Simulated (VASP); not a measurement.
Here is a VASP 6.6.1 calculation.

Contents of INCAR:

```
ALGO = Normal ; EDIFF = 1E-7
ENCUT = 520 ; GGA = PE
ISIF = 2 ; ISMEAR = 0
IVDW = 12 ; LASPH = True
LCHARG = False ; LREAL = False
LWAVE = False ; NBANDS = 20
NELM = 100 ; PREC = Accurate
SIGMA = 0.05
```

The input KPOINTS:

```
k-points
0
Gamma
  9 9 4
```

POSCAR

```
WSe2
1.0
    2.9510869442      0.0000000000      0.0000000000
   -1.4755434721      3.1236532097      0.0000000000
    0.0000000000      0.0000000000      7.0056191088
W Se
1 2
Direct
    0.0000000000      0.0000000000      0.0000000000
    0.3333333333      0.6666666667      0.2405528385
    0.3333333333      0.6666666667      0.7594471615
```

Potentials or basis: VASP PAW PBE potentials, release 64 (W_sv, Se).

Run with:

```sh
$ cat potpaw_PBE.64/W_sv/POTCAR potpaw_PBE.64/Se/POTCAR > POTCAR
$ mpirun -np 1 vasp_std > vasp.out
```

Q: Predict the dispersion energy per atom.

A: -0.436 eV.

Q: Estimate the band gap on the k mesh.

A: 0.51 eV (least direct gap 1.33 eV).

Q: Predict the pressure.

A: 5.1 GPa.

Forces in eV/Å, atoms in the order of the input:
```
W    0.000  1.067  0.000
Se   0.000 -0.534  0.139
Se   0.000 -0.534 -0.139
```

Caveat: the cell differs from its parent crystal (strain +e along x and -e along y -0.1000, strain +e along z and -e/2 along x and y +0.0000); the stress differs along the axes, from -11 to 26 GPa; spin-orbit coupling is left out, which moves the levels of the heavy elements; forces of over 1 eV/Å act on the atoms, so gaps and moduli don't describe the material at rest. A k mesh can miss the band edges.
